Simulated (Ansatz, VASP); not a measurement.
## CdS in VASP and in Ansatz

The input INCAR:

```
SYSTEM = CdS
ALGO = Normal
EDIFF = 1E-6
ENCUT = 520
GGA = PE
ISIF = 2
ISMEAR = 0
LASPH = .True.
LCHARG = .False.
LREAL = .False.
LWAVE = .False.
NBANDS = 26
NELM = 100
PREC = Accurate
SIGMA = 0.2
```

KPOINTS

```
k-points
0
Gamma
  6 6 4
  0 0 0
```

The input POSCAR:

```
CdS
1.0
    4.4085296290      0.0000000000      0.0000000000
   -2.2042648145      3.8178986521      0.0000000000
    0.0000000000      0.0000000000      5.7481182101
Cd S
2 2
Direct
    0.3333333333      0.6666666667      0.2500000000
    0.6666666667      0.3333333333      0.7500000000
    0.6666666667      0.3333333333      0.2500000000
    0.3333333333      0.6666666667      0.7500000000
```

Input for Ansatz:

```yaml
crystal:
  lattice:
    - [4.408529629, 0.0, 0.0]
    - [-2.2042648145, 3.8178986521, 0.0]
    - [0.0, 0.0, 5.7481182101]
  atoms:
    - { symbol: Cd, position: [0.3333333333, 0.6666666667, 0.25] }
    - { symbol: Cd, position: [0.6666666667, 0.3333333333, 0.75] }
    - { symbol: S, position: [0.6666666667, 0.3333333333, 0.25] }
    - { symbol: S, position: [0.3333333333, 0.6666666667, 0.75] }
kpoints:
  mp_grid: { grid: [6, 6, 4] }
hamiltonian:
  xc: pbe
scf:
  occupations: { method: gaussian, width: 0.2 }
  n_extra_bands: 5
output:
  forces: true
  stress: true
  eigenvalues: true
```

Alike in both runs: task single point; functional PBE; k mesh 6 × 6 × 4; occupations gaussian, width 0.2 eV; no spin polarisation.

|  | VASP | Ansatz |
| --- | --- | --- |
| version | VASP 6.6.1 | Ansatz 0.2.0 |
| potentials or method | VASP PAW PBE potentials, release 64 (Cd, S) | plane waves |
| plane-wave cutoff (eV) | 520 | 420 |
| valence electrons in the cell | 36 | 52 |

```tsv
	VASP	Ansatz	Ansatz less VASP
pressure (GPa)	1.8	1.4	-0.35
traceless stress, the component that is largest in VASP (GPa)	-0.08	0.02	+0.096
```

With one functional, cell and mesh, what is left measures potentials, basis and numerics. VASP's potentials hold 36 valence electrons a cell and Ansatz's 52, so a difference there can come from the potentials and not from the codes.
